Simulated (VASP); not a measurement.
# AlN (P1) in VASP: notebook

The runs below take AlN through single point, with PBEsol.

Program: VASP 6.6.1. These are calculated values, not measurements. Logs are shortened: lines on timing, memory, paths and dates and some standing lists are left out, and cuts for length are marked.

### Step 1. The cell of the first run

The typed cell holds 8 atoms: a = 3.114 Å, b = 3.114 Å, c = 11.170 Å, α = 88.67°, β = 89.33°, γ = 60.00°.

### Step 2. Single point, PBEsol

File INCAR:

```
SYSTEM = AlN
PREC = Accurate
ENCUT = 520
EDIFF = 1E-6
ISMEAR = 0
SIGMA = 0.05
LREAL = .FALSE.
LASPH = .TRUE.
NELM = 60
ALGO = Normal
ISIF = 2
LWAVE = .FALSE.
LCHARG = .TRUE.
GGA = PS
LELF = .TRUE.
LVHAR = .TRUE.
NBANDS = 26
```

File KPOINTS:

```
Automatic mesh
0
G
  8 8 3
  0 0 0
```

File POSCAR:

```
AlN
1.0
   -3.1135599822      0.0000000000      0.0000000000
   -1.5567799911     -2.6964220408      0.0000000000
   -0.1297316659     -0.2247018367     11.1667009506
Al N
4 4
Direct
    0.3333333333      0.2660579322      0.8073048133
    0.3333333333      0.3032470007      0.3610359916
    0.6666666667      0.6551748683      0.1379015808
    0.6666666667      0.6179857998      0.5841704025
    0.3333333333      0.3262305975      0.0852328300
    0.3333333333      0.2890415290      0.5315016517
    0.6666666667      0.6409693966      0.3083672409
    0.6666666667      0.6037803281      0.7546360626
```

Potentials or basis: VASP PAW PBE potentials, release 64 (Al, N).

On the command line:

```
$ cat potpaw_PBE.64/Al/POTCAR potpaw_PBE.64/N/POTCAR > POTCAR
$ mpirun -np 1 vasp_std > vasp.out
```

OUTCAR:

```text
SYSTEM = AlN
   PREC = Accurate
   ENCUT = 520
   EDIFF = 1E-6
   ISMEAR = 0
   LREAL = .FALSE.
   LASPH = .TRUE.
   NELM = 60
   ISIF = 2
   GGA = PS

 ion  position               nearest neighbor table
   1  0.333  0.266  0.807-   8 1.89   8 1.89   8 1.89   4 3.07   4 3.07   4 3.07
   2  0.333  0.303  0.361-   7 1.89   7 1.89   7 1.89   6 1.90   3 3.07   3 3.07   3 3.07   4 3.07
                             4 3.07   4 3.07
   3  0.667  0.655  0.138-   5 1.89   5 1.89   5 1.89   7 1.90   2 3.07   2 3.07   2 3.07
   4  0.667  0.618  0.584-   6 1.89   6 1.89   6 1.89   8 1.90   1 3.07   1 3.07   1 3.07   2 3.07
                             2 3.07   2 3.07
   5  0.333  0.326  0.085-   3 1.89   3 1.89   3 1.89
   6  0.333  0.289  0.532-   4 1.89   4 1.89   4 1.89   2 1.90
   7  0.667  0.641  0.308-   2 1.89   2 1.89   2 1.89   3 1.90
   8  0.667  0.604  0.755-   1 1.89   1 1.89   1 1.89   4 1.90

  LATTYP: Found a base centered monoclinic cell.
 ALAT       =     3.1135599822
 B/A-ratio  =     1.7320508076
 C/A-ratio  =     3.5874417006
 COS(beta)  =    -0.0232291812

  Lattice vectors:

 A1 = (   3.1135599822,   0.0000000000,   0.0000000000)
 A2 = (  -1.5567799911,   2.6964220408,   0.0000000000)
 A3 = (  -0.1297316659,  -0.2247018367,  11.1667009506)

Analysis of symmetry for initial positions (statically):
=====================================================================
 Subroutine PRICEL returns:
 Original cell was already a primitive cell.

 Routine SETGRP: Setting up the symmetry group for a
 base centered monoclinic supercell.

 Subroutine GETGRP returns: Found  1 space group operations
 (whereof  1 operations were pure point group operations)
 out of a pool of  4 trial point group operations.

The static configuration has the point symmetry C_1 .

Analysis of symmetry for dynamics (positions and initial velocities):
=====================================================================
 Subroutine PRICEL returns:
 Original cell was already a primitive cell.

 Routine SETGRP: Setting up the symmetry group for a
 base centered monoclinic supercell.

 Subroutine GETGRP returns: Found  1 space group operations
 (whereof  1 operations were pure point group operations)
 out of a pool of  4 trial point group operations.

The dynamic configuration has the point symmetry C_1 .

 Subroutine INISYM returns: Found  1 space group operations
 (whereof  1 operations are pure point group operations),
 and found     1 'primitive' translations

----------------------------------------------------------------------------------------
[... 107 lines left out ...]
   EDIFFG = 0.1E-04   stopping-criterion for IOM
   NSW    =      0    number of steps for IOM
   IBRION =     -1    ionic relax: 0-MD 1-quasi-New 2-CG
   NFREE  =      0    steps in history (QN), initial steepest desc. (CG)
   ISIF   =      2    stress and relaxation
   ISYM   =      2    0-nonsym 1-usesym 2-fastsym
   POTIM  = 0.5000    time-step for ionic-motion
   TEBEG  =    0.0;   TEEND  =   0.0 temperature during run
   PSTRESS=    0.0 pullay stress
   NELECT =      32.0000    total number of electrons
   NUPDOWN=      -1.0000    fix difference up-down
   EMIN   =  10.00;   EMAX   =-10.00  energy-range for DOS
   EFERMI =   0.00;   METHOD = LEGACY
   ISMEAR =     0;   SIGMA  =   0.05  broadening in eV -4-tet -1-fermi 0-gaus
   EFERMI_NEDOS =   21; number of points for ismear=-14 and -15
   IALGO  =     38    algorithm
   IMIX   =      4    mixing-type and parameters
     AMIX     =   0.40;   BMIX     =  1.00
     AMIX_MAG =   1.60;   BMIX_MAG =  1.00
  volume/ion in A,a.u.               =      11.72        79.08
  Fermi-wavevector in a.u.,A,eV,Ry     =   1.144111  2.162056 17.809890  1.308990
  Thomas-Fermi vector in A             =   2.280804
   LORBIT       =      0    0 simple, 1 ext, 2 COOP (PROOUT), +10 PAW based schemes
   GGA     = PS    functional components
   LHFCALC =     F    Hartree Fock is set to
   AEXX    =    0.0000 exact exchange contribution
   IVDW    =     0    specifies the selected vdW correction
   LEPSILON=     F    determine dielectric tensor
   LRPA    =     F    only Hartree local field effects (RPA)
 non-spin polarized calculation
 Gauss-broadening in eV      SIGMA  =   0.05
  energy-cutoff  :      520.00
  volume of cell :       93.75
 maximum number of plane-waves:      2538
   NGX = 11   NGY = 11   NGZ = 41

 number of electron      31.9999998 magnetization

 Free energy of the ion-electron system (eV)
  ---------------------------------------------------
  ext. energy  EPLUGINS =         0.00000000
  ---------------------------------------------------
  free energy    TOTEN  =       -60.18580027 eV

  energy without entropy =      -60.18580027  energy(sigma->0) =      -60.18580027

 E-fermi :   6.6224     XC(G=0): -10.5186

 val. band max:        6.3885731991   @ k =   0.0000   0.0000   0.3333
 cond. band min:       6.8470408471   @ k =   0.0000   0.0000   0.0000
 fundamental gap:      0.4584676480
 Fermi energy:         6.6224101739

 k-point     1 :       0.0000    0.0000    0.0000
  band No.  band energies     occupation
      1     -11.1496      2.00000
      2      -9.9608      2.00000
      3      -8.8332      2.00000
      4      -6.8773      2.00000
      5      -1.5133      2.00000
      6       0.6881      2.00000
[... 685 lines left out ...]
     25      14.7868      0.00000
     26      15.3490      0.00000

 [... further k-points ...]
[... 5 lines left out ...]
  --------------------------------------------------------------------------------------
  -------------------------------------------------------------------------------------
  Total       -0.4469965     -0.6126349     -6.0115101      0.0113629      0.4015050      0.2554935
  in kB       -7.6391437    -10.4698951   -102.7363589      0.1941912      6.8616978      4.3663693
  external PRESSURE =     -40.2817992 kB  Pullay stress =       0.0000000 kB

 VOLUME and BASIS-vectors are now :
 -----------------------------------------------------------------------------
  energy-cutoff  :      520.00
  volume of cell :       93.75
      direct lattice vectors                 reciprocal lattice vectors
    -3.113559982  0.000000000  0.000000000    -0.321175762  0.185430913  0.000000000
    -1.556779991 -2.696422041  0.000000000     0.000000000 -0.370861825 -0.007462664
    -0.129731666 -0.224701837 11.166700951     0.000000000  0.000000000  0.089551964

 POSITION                                       TOTAL-FORCE (eV/Angst)
 -----------------------------------------------------------------------------------
     -1.55678     -0.89881      9.01493        -0.058032     -0.104789      1.101046
     -1.55678     -0.89881      4.03158         0.001462      0.002506     -1.178428
     -3.11356     -1.79761      1.53991        -0.004245     -0.003377     -2.243567
     -3.11356     -1.79761      6.52326        -0.002310     -0.002667     -1.137201
     -1.55678     -0.89881      0.95177         0.070375      0.110770      0.007902
     -1.55678     -0.89881      5.93512         0.000098      0.000845      1.093720
     -3.11356     -1.79761      3.44344         0.005501      0.008497      1.227844
     -3.11356     -1.79761      8.42680        -0.012849     -0.011785      1.128685
 -----------------------------------------------------------------------------------
    total drift:                                0.000237      0.000413     -0.001393

  FREE ENERGIE OF THE ION-ELECTRON SYSTEM (eV)
  ---------------------------------------------------
  free  energy   TOTEN  =       -60.1858002703 eV

  energy  without entropy=      -60.1858002703  energy(sigma->0) =      -60.18580027
```

Run time: 2.9 min. Hardware: 1 thread of Intel Xeon Platinum 8375C at 2.90GHz (Ice Lake), shared host; peak memory 0.32 GiB.

Results:

| Quantity | Value |
| --- | --- |
| Free energy | -60.1858 eV |
| Pressure | -4.0 GPa |
| Largest force | 2.244 eV/Å |
| Band gap on the k mesh | 0.46 eV, direct |

Forces on the atoms (eV/Å):
```
Al  -0.058 -0.105  1.101
Al   0.001  0.003 -1.178
Al  -0.004 -0.003 -2.244
Al  -0.002 -0.003 -1.137
N    0.070  0.111  0.008
N    0.000  0.001  1.094
N    0.006  0.008  1.228
N   -0.013 -0.012  1.129
```

Stress tensor (GPa, compression positive):
```
 -0.76   0.02   0.44
  0.02  -1.05   0.69
  0.44   0.69 -10.27
```

Caveat: the PAW data sets were made with another functional, which shifts forces and pressure a little.

### Step 3. Single point, PBEsol

This run uses another cell than the first one, of 11.19 Å³/atom, 0.955 times its volume.

File INCAR:

```
PREC     = Accurate       # precision mode
ENCUT    = 520            # plane-wave cutoff, eV
EDIFF    = 1E-7           # SCF threshold, eV
ISMEAR   = 0              # smearing method
SIGMA    = 0.05           # smearing width, eV
LREAL    = False          # projectors in reciprocal space
LASPH    = True           # aspherical terms in the spheres
NELM     = 80             # most SCF steps
ALGO     = Normal         # electronic algorithm
ISIF     = 2              # what is computed and relaxed
LWAVE    = False          # write WAVECAR
LCHARG   = False          # write CHGCAR
GGA      = PS             # functional
NBANDS   = 26             # bands
```

File KPOINTS:

```
regular mesh
0
Gamma
  8 8 3
```

File POSCAR:

```
AlN
1.0
   -3.1135599822      0.0000000000      0.0000000000
   -1.5567799911     -2.6964220408      0.0000000000
   -0.5189266637     -0.8988073469     10.6667009506
Al N
4 4
Direct
    0.3333333333      0.0516176317      0.8451471048
    0.3333333333      0.2073468335      0.3779594994
    0.6666666667      0.6185447678      0.1443656966
    0.6666666667      0.4628155660      0.6115533021
    0.3333333333      0.3035906313      0.0892281061
    0.3333333333      0.1478614295      0.5564157116
    0.6666666667      0.5590593637      0.3228219088
    0.6666666667      0.4033301619      0.7900095143
```

Potentials or basis: VASP PAW PBE potentials, release 64 (Al, N).

On the command line:

```
$ cat potpaw_PBE.64/Al/POTCAR potpaw_PBE.64/N/POTCAR > POTCAR
$ mpirun -np 1 vasp_std > vasp.out
```

It took 96 s on 1 thread of Intel Xeon 6975P-C (Granite Rapids), shared host; peak memory 0.31 GiB.

It converged, with:

```
Free energy            : -60.8260 eV
Pressure               : -4.4 GPa
Largest force          : 1.405 eV/Å
Band gap on the k mesh : 1.74 eV, direct
```

Forces on the atoms (eV/Å):
```
Al  -0.186 -0.453  1.249
Al   0.004  0.008 -0.863
Al  -0.058  0.038 -1.404
Al  -0.026 -0.002 -0.858
N    0.398  0.373 -0.624
N   -0.006  0.005  0.810
N    0.031  0.018  0.890
N   -0.156  0.013  0.799
```

Stress tensor (GPa, compression positive):
```
-1.45 -0.90  2.19
-0.90 -3.56  2.12
 2.19  2.12 -8.20
```

Levels at points of the mesh, in eV from the valence-band top:
```
           k point  band 14  band 15  band 16  band 17  band 18  band 19
(0.00, 0.00, 0.00)    -0.91    -0.05     0.00     1.74     4.55     4.91
(0.50, 0.00, 0.00)    -2.07    -1.06    -0.78     2.93     3.29     4.42
(0.00, 0.50, 0.00)    -2.07    -0.89    -0.72     2.27     3.73     4.55
(0.50, 0.50, 0.00)    -2.07    -0.84    -0.75     2.44     3.42     4.56
```

Caveat: the PAW data sets were made with another functional, which shifts forces and pressure a little. A k mesh can miss the band edges.

### Step 4. Single point, PBEsol

This run uses another cell than the first one, of 11.19 Å³/atom, 0.955 times its volume.

File INCAR:

```
SYSTEM = AlN
PREC = Accurate ; ENCUT = 520
EDIFF = 1E-6 ; ISMEAR = 0
SIGMA = 0.05 ; LREAL = .FALSE.
LASPH = .TRUE. ; NELM = 100
ALGO = Normal ; ISIF = 2
LWAVE = .FALSE. ; LCHARG = .FALSE.
GGA = PS ; NBANDS = 26
```

File KPOINTS:

```
regular mesh
0
G
  8 8 3
  0 0 0
```

File POSCAR:

```
AlN
1.0
   -3.1135599822      0.0000000000      0.0000000000
   -1.5567799911     -2.6964220408      0.0000000000
   -0.2594633319     -0.4494036735     10.6667009506
Al N
4 4
Direct
    0.3333333333      0.1924754825      0.8451471048
    0.3333333333      0.2703400834      0.3779594994
    0.6666666667      0.6426057172      0.1443656966
    0.6666666667      0.5647411163      0.6115533021
    0.3333333333      0.3184619823      0.0892281061
    0.3333333333      0.2405973814      0.5564157116
    0.6666666667      0.6128630152      0.3228219088
    0.6666666667      0.5349984143      0.7900095143
```

Potentials or basis: VASP PAW PBE potentials, release 64 (Al, N).

On the command line:

```
$ cat potpaw_PBE.64/Al/POTCAR potpaw_PBE.64/N/POTCAR > POTCAR
$ mpirun -np 1 vasp_std > vasp.out
```

OUTCAR:

```text
SYSTEM = AlN
   PREC = Accurate
   ENCUT = 520
   EDIFF = 1E-6
   ISMEAR = 0
   LREAL = .FALSE.
   LASPH = .TRUE.
   NELM = 100
   ISIF = 2
   GGA = PS

 ion  position               nearest neighbor table
   1  0.333  0.192  0.845-   8 1.89   8 1.89   8 1.89   4 3.07   4 3.07   4 3.07
   2  0.333  0.270  0.378-   7 1.89   7 1.89   7 1.89   6 1.90   4 3.07   4 3.07   4 3.07   3 3.07
                             3 3.07   3 3.07
   3  0.667  0.643  0.144-   5 1.89   5 1.89   5 1.89   7 1.90   2 3.07   2 3.07   2 3.07
   4  0.667  0.565  0.612-   6 1.89   6 1.89   6 1.89   8 1.90   2 3.07   1 3.07   2 3.07   1 3.07
                             1 3.07   2 3.07
[... 915 lines left out ...]
  in kB       -9.7214846    -20.4752430   -105.4814494     -1.7190376     22.1442552     15.4104700
  external PRESSURE =     -45.2260590 kB  Pullay stress =       0.0000000 kB

 VOLUME and BASIS-vectors are now :
 -----------------------------------------------------------------------------
  energy-cutoff  :      520.00
  volume of cell :       89.55
      direct lattice vectors                 reciprocal lattice vectors
    -3.113559982  0.000000000  0.000000000    -0.321175762  0.185430913 -0.000000000
    -1.556779991 -2.696422041  0.000000000     0.000000000 -0.370861825 -0.015624950
    -0.259463332 -0.449403673 10.666700951     0.000000000  0.000000000  0.093749699

 POSITION                                       TOTAL-FORCE (eV/Angst)
 -----------------------------------------------------------------------------------
     -1.55678     -0.89881      9.01493        -0.204979     -0.398768      1.629499
     -1.55678     -0.89881      4.03158         0.003970      0.007053     -0.796166
     -3.11356     -1.79761      1.53991        -0.015117      0.018277     -1.489487
     -3.11356     -1.79761      6.52326        -0.011782     -0.008238     -0.789908
     -1.55678     -0.89881      0.95177         0.277008      0.388326     -0.965940
     -1.55678     -0.89881      5.93512        -0.001385      0.002107      0.756146
     -3.11356     -1.79761      3.44344         0.017606      0.020944      0.827145
     -3.11356     -1.79761      8.42680        -0.065321     -0.029700      0.828712
 -----------------------------------------------------------------------------------
    total drift:                                0.000028      0.000049     -0.001333

  FREE ENERGIE OF THE ION-ELECTRON SYSTEM (eV)
  ---------------------------------------------------
  free  energy   TOTEN  =       -61.1347623707 eV

  energy  without entropy=      -61.1347623707  energy(sigma->0) =      -61.13476237
```

stdout:

```text
POSCAR found type information on POSCAR AlN
 POSCAR found :  2 types and       8 ions
 scaLAPACK will be used
 -----------------------------------------------------------------------------
|                                                                             |
|                                                                             |
|     You enforced a specific xc type in the INCAR file but a different       |
|     I HOPE YOU KNOW WHAT YOU ARE DOING!                                     |
|                                                                             |
 -----------------------------------------------------------------------------

 LDA part: xc-table for (Slater+PW92), standard interpolation
 POSCAR, INCAR and KPOINTS ok, starting setup
 FFT: planning ... GRIDC
 FFT: planning ... GRID_SOFT
 FFT: planning ... GRID
 WAVECAR not read
 entering main loop
```

It took 91 s on 1 thread of Intel Xeon 6975P-C (Granite Rapids), shared host; peak memory 0.3 GiB.

What came out:

```yaml
Free_energy: -61.1348 eV
Pressure: -4.5 GPa
Largest_force: 1.690 eV/Å
Band_gap_on_the_k_mesh: 1.93 eV, direct
```

Forces in eV/Å, atoms in the order of the input:
```
Al  -0.205 -0.399  1.629
Al   0.004  0.007 -0.796
Al  -0.015  0.018 -1.489
Al  -0.012 -0.008 -0.790
N    0.277  0.388 -0.966
N   -0.001  0.002  0.756
N    0.018  0.021  0.827
N   -0.065 -0.030  0.829
```

Stress tensor (GPa, compression positive):
```
 -0.97  -0.17   1.54
 -0.17  -2.05   2.21
  1.54   2.21 -10.55
```

Levels at points of the mesh, in eV from the valence-band top:
```
           k point  band 13  band 14  band 15  band 16  band 17  band 18  band 19  band 20
(0.00, 0.00, 0.00)    -1.21    -0.91    -0.02     0.00     1.93     4.64     5.04     5.81
(0.50, 0.00, 0.00)    -2.29    -2.05    -1.14    -0.76     3.10     3.51     4.56     4.98
(0.00, 0.50, 0.00)    -2.35    -2.06    -1.05    -0.77     2.76     3.72     4.58     5.13
(0.50, 0.50, 0.00)    -2.27    -2.05    -1.06    -0.78     3.06     3.47     4.62     4.81
```

Caveat: the PAW data sets were made with another functional, which shifts forces and pressure a little.

### Step 5. Overview

| cell | gap on the mesh (eV) | pressure (GPa) | largest force (eV/Å) |
| --- | --- | --- | --- |
| a = 3.114, b = 3.114, c = 11.170 Å, angles 88.7, 89.3, 60.0°, 8 atoms | 0.46 | -4.0 | 2.24 |
| a = 3.114, b = 3.114, c = 10.717 Å, angles 84.4, 87.2, 60.0°, 8 atoms | 1.74 | -4.4 | 1.41 |
| a = 3.114, b = 3.114, c = 10.679 Å, angles 87.2, 88.6, 60.0°, 8 atoms | 1.93 | -4.5 | 1.69 |

Alike in all rows: task single point; level PBEsol; potentials or basis VASP PAW PBE potentials, release 64 (Al, N); no spin polarisation; k mesh 8 × 8 × 3; cutoff (eV) 520; smearing gaussian 0.05 eV.

Caveats: the PAW data sets were made with another functional, which shifts forces and pressure a little.

Absolute energies hang on the potentials; compare differences alone.
